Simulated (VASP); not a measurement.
Runs of VASP 6.6.1 on Ga3H. The structure is that of space group Fm-3m (No. 225), or close to it. The cells are those of the table. The cell was generated, and may not be a known phase.

```csv
task,cell,k mesh,cutoff (eV),gap on the mesh (eV),pressure (GPa),relaxed volume (Å³/atom)
single point,"a = 4.440 Å, angles 60.0°, 4 atoms",6 × 6 × 6,520,none,0.2,-
relaxation of cell and atoms,"relaxed from a = 4.886 Å, angles 60.0°, 4 atoms",4 × 4 × 4,600,none,-0.1,15.27
single point,"a = 4.410 Å, angles 60.0°, 4 atoms",4 × 4 × 4,520,none,0.2,-
relaxation of cell and atoms,"relaxed from a = 4.410 Å, angles 60.0°, 4 atoms",6 × 6 × 6,600,none,0.3,(a)
```

Alike in all rows: level PBE; potentials or basis VASP PAW PBE potentials, release 64 (Ga_d, H); no spin polarisation; smearing gaussian 0.1 eV.

Problem. Fill in the values left out.

Solution. (a) 15.40.

Caveats: some runs use coarse meshes; the volume moved by over 15 % at a fixed basis, so the end points are rough (at least some runs).

A k mesh can miss the band edges, and the runs leave out spin-orbit coupling on Ga.

A gap of «none» marks levels without a gap at the run's occupations.
